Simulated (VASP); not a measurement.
# BiTe in VASP: a series of runs

The runs below take BiTe through electric field gradients, with LDA.

All numbers are computed with VASP 6.6.1; they aren't measurements. Logs are shortened: lines on timing, memory, paths and dates and some standing lists are left out, and cuts for length are marked.

### 1 The cell of the first run

The structure is cubic, space group Fm-3m (No. 225). The conventional cell has a = 6.555 Å, b = 6.555 Å, c = 6.555 Å, α = 90.00°, β = 90.00°, γ = 90.00°. Bi (site symmetry m-3m) has 6 Te at 3.28 Å within 4.3 Å. Te (site symmetry m-3m) has 6 Bi at 3.28 Å within 4.3 Å.

### 2 Electric field gradients, LDA (volume scaled by 1.04)

INCAR reads:

```
SYSTEM = BiTe
PREC = Accurate
ENCUT = 520
EDIFF = 1E-8
ISMEAR = -1
SIGMA = 0.08
LREAL = .False.
LASPH = .True.
NELM = 80
ALGO = Normal
ISIF = 2
LWAVE = .False.
LCHARG = .False.
LEFG = .True.
NBANDS = 18
```

KPOINTS reads:

```
regular mesh
0
Gamma
  10 10 10
  0 0 0
```

POSCAR reads:

```
BiTe
1.0
    0.0000000000      3.2775706714      3.2775706714
    3.2775706714      0.0000000000      3.2775706714
    3.2775706714      3.2775706714      0.0000000000
Bi Te
1 1
Direct
    0.0000000000      0.0000000000      0.0000000000
    0.5000000000      0.5000000000      0.5000000000
```

Potentials or basis: VASP PAW LDA potentials, release 64 (Bi_d, Te).

The run is started by

```console
> cat potpaw_LDA.64/Bi_d/POTCAR potpaw_LDA.64/Te/POTCAR > POTCAR
> mpirun -np 1 vasp_std > vasp.out
```

OUTCAR:

```text
SYSTEM = BiTe
   PREC = Accurate
   ENCUT = 520
   EDIFF = 1E-8
   ISMEAR = -1
   LREAL = .False.
   LASPH = .True.
   NELM = 80
   ISIF = 2

 ion  position               nearest neighbor table
   1  0.000  0.000  0.000-   2 3.28   2 3.28   2 3.28   2 3.28   2 3.28   2 3.28
   2  0.500  0.500  0.500-   1 3.28   1 3.28   1 3.28   1 3.28   1 3.28   1 3.28

  LATTYP: Found a face centered cubic cell.
 ALAT       =     6.5551413428

  Lattice vectors:

 A1 = (   0.0000000000,   3.2775706714,   3.2775706714)
 A2 = (   3.2775706714,   0.0000000000,   3.2775706714)
 A3 = (   3.2775706714,   3.2775706714,   0.0000000000)

Analysis of symmetry for initial positions (statically):
=====================================================================
 Subroutine PRICEL returns:
 Original cell was already a primitive cell.

 Routine SETGRP: Setting up the symmetry group for a
 face centered cubic supercell.

 Subroutine GETGRP returns: Found 48 space group operations
 (whereof 48 operations were pure point group operations)
 out of a pool of 48 trial point group operations.

The static configuration has the point symmetry O_h .

Analysis of symmetry for dynamics (positions and initial velocities):
=====================================================================
 Subroutine PRICEL returns:
 Original cell was already a primitive cell.

 Routine SETGRP: Setting up the symmetry group for a
 face centered cubic supercell.

 Subroutine GETGRP returns: Found 48 space group operations
 (whereof 48 operations were pure point group operations)
 out of a pool of 48 trial point group operations.

The dynamic configuration has the point symmetry O_h .

 Subroutine INISYM returns: Found 48 space group operations
 (whereof 48 operations are pure point group operations),
 and found     1 'primitive' translations

----------------------------------------------------------------------------------------

                                     Primitive cell

  volume of cell :      70.4184

  direct lattice vectors                    reciprocal lattice vectors
     0.000000000  3.277570671  3.277570671    -0.152552012  0.152552012  0.152552012
     3.277570671  0.000000000  3.277570671     0.152552012 -0.152552012  0.152552012
     3.277570671  3.277570671  0.000000000     0.152552012  0.152552012 -0.152552012

  length of vectors
     4.635184895  4.635184895  4.635184895     0.264227835  0.264227835  0.264227835

  position of ions in fractional coordinates (direct lattice)
     0.000000000  0.000000000  0.000000000
     0.500000000  0.500000000  0.500000000

  ion indices of the primitive-cell ions
   primitive index   ion index
                 1           1
                 2           2

----------------------------------------------------------------------------------------

 KPOINTS: regular mesh

Automatic generation of k-mesh.
 Grid dimensions read from file:
 generate k-points for:   10   10   10

 Generating k-lattice:

  Cartesian coordinates                     Fractional coordinates (reciprocal lattice)
    -0.015255201  0.015255201  0.015255201     0.100000000  0.000000000  0.000000000
     0.015255201 -0.015255201  0.015255201     0.000000000  0.100000000  0.000000000
     0.015255201  0.015255201 -0.015255201     0.000000000  0.000000000  0.100000000

  Length of vectors
     0.026422784  0.026422784  0.026422784

  Shift w.r.t. Gamma in fractional coordinates (k-lattice)
     0.000000000  0.000000000  0.000000000

 Subroutine IBZKPT returns following result:
 ===========================================

 Found     47 irreducible k-points:

 Following reciprocal coordinates:
            Coordinates               Weight
  0.000000  0.000000  0.000000      1.000000
  0.100000  0.000000  0.000000      8.000000
  0.200000  0.000000  0.000000      8.000000
  0.300000  0.000000  0.000000      8.000000
  0.400000  0.000000  0.000000      8.000000
  0.500000  0.000000  0.000000      4.000000
[... 16 lines left out ...]
  0.300000  0.300000  0.000000      6.000000
  0.400000  0.300000  0.000000     24.000000
 [... further k-points ...]
   k-points           NKPTS =     47   k-points in BZ     NKDIM =     47   number of bands    NBANDS=     18
   number of dos      NEDOS =    301   number of ions     NIONS =      2
   total plane-waves  NPLWV =  46656
   dimension x,y,z NGX =    36 NGY =   36 NGZ =   36
   dimension x,y,z NGXF=    72 NGYF=   72 NGZF=   72
   ions per type =               1   1
   NGX,Y,Z   is equivalent  to a cutoff of  12.91, 12.91, 12.91 a.u.
   NGXF,Y,Z  is equivalent  to a cutoff of  25.82, 25.82, 25.82 a.u.
 SYSTEM =  BiTe
   PREC   = accura    normal or accurate (medium, high low for compatibility)
   ISTART =      0    job   : 0-new  1-cont  2-samecut
   ICHARG =      2    charge: 1-file 2-atom 10-const
   ISPIN  =      1    spin polarized calculation?
   LNONCOLLINEAR =      F non collinear calculations
   LSORBIT =      F    spin-orbit coupling
   LASPH  =      T    aspherical Exc in radial PAW
   ENCUT  =  520.0 eV  38.22 Ry    6.18 a.u.   8.62  8.62  8.62*2*pi/ulx,y,z
   NELM   =     80;   NELMIN=  2; NELMDL= -5     # of ELM steps
   EDIFF  = 0.1E-07   stopping-criterion for ELM
   LREAL  =      F    real-space projection
   EDIFFG = 0.1E-06   stopping-criterion for IOM
   NSW    =      0    number of steps for IOM
   IBRION =     -1    ionic relax: 0-MD 1-quasi-New 2-CG
   NFREE  =      0    steps in history (QN), initial steepest desc. (CG)
   ISIF   =      2    stress and relaxation
   ISYM   =      2    0-nonsym 1-usesym 2-fastsym
   POTIM  = 0.5000    time-step for ionic-motion
   TEBEG  =    0.0;   TEEND  =   0.0 temperature during run
   PSTRESS=    0.0 pullay stress
   NELECT =      21.0000    total number of electrons
   NUPDOWN=      -1.0000    fix difference up-down
   EMIN   =  10.00;   EMAX   =-10.00  energy-range for DOS
   EFERMI =   0.00;   METHOD = LEGACY
   ISMEAR =    -1;   SIGMA  =   0.08  broadening in eV -4-tet -1-fermi 0-gaus
   EFERMI_NEDOS =   21; number of points for ismear=-14 and -15
   IALGO  =     38    algorithm
   IMIX   =      4    mixing-type and parameters
     AMIX     =   0.40;   BMIX     =  1.00
     AMIX_MAG =   1.60;   BMIX_MAG =  1.00
  volume/ion in A,a.u.               =      35.21       237.60
  Fermi-wavevector in a.u.,A,eV,Ry     =   1.093753  2.066893 16.276586  1.196295
  Thomas-Fermi vector in A             =   2.230044
   LORBIT       =      0    0 simple, 1 ext, 2 COOP (PROOUT), +10 PAW based schemes
   GGA     = CA    functional components
   LHFCALC =     F    Hartree Fock is set to
   AEXX    =    0.0000 exact exchange contribution
   IVDW    =     0    specifies the selected vdW correction
   LEPSILON=     F    determine dielectric tensor
   LRPA    =     F    only Hartree local field effects (RPA)
 non-spin polarized calculation
  energy-cutoff  :      520.00
  volume of cell :       70.42
 maximum number of plane-waves:      1917
   NGX = 17   NGY = 17   NGZ = 17

 number of electron      20.9999994 magnetization

 Free energy of the ion-electron system (eV)
  ---------------------------------------------------
  ext. energy  EPLUGINS =         0.00000000
  ---------------------------------------------------
  free energy    TOTEN  =        -8.44335989 eV

  energy without entropy =       -8.41199130  energy(sigma->0) =       -8.42767560

 E-fermi :   5.9468     XC(G=0):  -9.5063

 val. band max:        5.9298749235   @ k =  -0.2000   0.1000   0.0000
 cond. band min:       5.9781912832   @ k =   0.5000   0.1000   0.0000
 fundamental gap:      0.0483163597
 Fermi energy:         5.9467635089

 k-point     1 :       0.0000    0.0000    0.0000
  band No.  band energies     occupation
      1     -17.0968      2.00000
      2     -17.0968      2.00000
      3     -17.0918      2.00000
      4     -17.0918      2.00000
      5     -17.0918      2.00000
      6      -7.3027      2.00000
[... 10 lines left out ...]
     17      11.8359      0.00000
     18      12.5564      0.00000

 k-point     2 :       0.1000    0.0000    0.0000
  band No.  band energies     occupation
      1     -17.0970      2.00000
      2     -17.0970      2.00000
      3     -17.0917      2.00000
      4     -17.0913      2.00000
      5     -17.0913      2.00000
      6      -7.2182      2.00000
[... 10 lines left out ...]
     17      12.4250      0.00000
     18      13.1007      0.00000
[... 442 lines left out ...]
 k-point    24 :       0.4000    0.3000    0.0000
  band No.  band energies     occupation
      1     -17.1052      2.00000
      2     -17.0943      2.00000
      3     -17.0936      2.00000
      4     -17.0851      2.00000
      5     -17.0849      2.00000
      6      -6.0762      2.00000
[... 10 lines left out ...]
     17      14.8368      0.00000
     18      14.9222      0.00000

 [... further k-points ...]

------------------------ aborting loop because EDIFF is reached ----------------------------------------

  FORCE on cell =-STRESS in cart. coord.  units (eV):
  Direction    XX          YY          ZZ          XY          YZ          ZX
  --------------------------------------------------------------------------------------
  -------------------------------------------------------------------------------------
  Total       -1.8906853     -1.8906853     -1.8906853      0.0000000      0.0000000      0.0000000
  in kB      -43.0173494    -43.0173494    -43.0173494      0.0000000      0.0000000      0.0000000
  external PRESSURE =     -43.0173494 kB  Pullay stress =       0.0000000 kB

 VOLUME and BASIS-vectors are now :
 -----------------------------------------------------------------------------
  energy-cutoff  :      520.00
  volume of cell :       70.42
      direct lattice vectors                 reciprocal lattice vectors
     0.000000000  3.277570671  3.277570671    -0.152552012  0.152552012  0.152552012
     3.277570671  0.000000000  3.277570671     0.152552012 -0.152552012  0.152552012
     3.277570671  3.277570671  0.000000000     0.152552012  0.152552012 -0.152552012

 POSITION                                       TOTAL-FORCE (eV/Angst)
 -----------------------------------------------------------------------------------
      0.00000      0.00000      0.00000         0.000000     -0.000000      0.000000
      3.27757      3.27757      3.27757         0.000000      0.000000     -0.000000
 -----------------------------------------------------------------------------------
    total drift:                               -0.000000      0.000000      0.000000

  FREE ENERGIE OF THE ION-ELECTRON SYSTEM (eV)
  ---------------------------------------------------
  free  energy   TOTEN  =        -8.4433598946 eV

  energy  without entropy=       -8.4119912988  energy(sigma->0) =       -8.42767560

 Electric field gradients (V/A^2)
---------------------------------------------------------------------
 ion       V_xx      V_yy      V_zz      V_xy      V_xz      V_yz
---------------------------------------------------------------------
   1       0.000     0.000    -0.000     0.001     0.001     0.001
   2       0.000    -0.000     0.000    -0.000    -0.000    -0.000
---------------------------------------------------------------------

 Electric field gradients after diagonalization (V/A^2)
 (convention: |V_zz| > |V_xx| > |V_yy|)
----------------------------------------------------------------------
 ion       V_xx      V_yy      V_zz     asymmetry (V_yy - V_xx)/ V_zz
----------------------------------------------------------------------
   1      -0.001    -0.001     0.003       0.000
   2       0.000     0.000    -0.000       0.000
----------------------------------------------------------------------

           NMR quadrupolar parameters

 Cq : quadrupolar parameter    Cq=e*Q*V_zz/h
 eta: asymmetry parameters     (V_yy - V_xx)/ V_zz
 Q  : nuclear electric quadrupole moment in mb (millibarn)
----------------------------------------------------------------------
 ion       Cq(MHz)       eta       Q (mb)
----------------------------------------------------------------------
   1       0.000       0.000       1.000
   2      -0.000       0.000       1.000
----------------------------------------------------------------------
```

Run time: 21 s. Hardware: 1 thread of Intel Xeon 6975P-C (Granite Rapids), shared host; peak memory 0.2 GiB.

Results:

```
Free energy : -8.4434 eV
Pressure    : -4.3 GPa
```

Caveat: without QUAD_EFG the Cq values of the log hold for a quadrupole moment of 1 mb, not for the nuclei; spin-orbit coupling is left out, which moves the levels of the heavy elements.

[end of part 1 of 3]
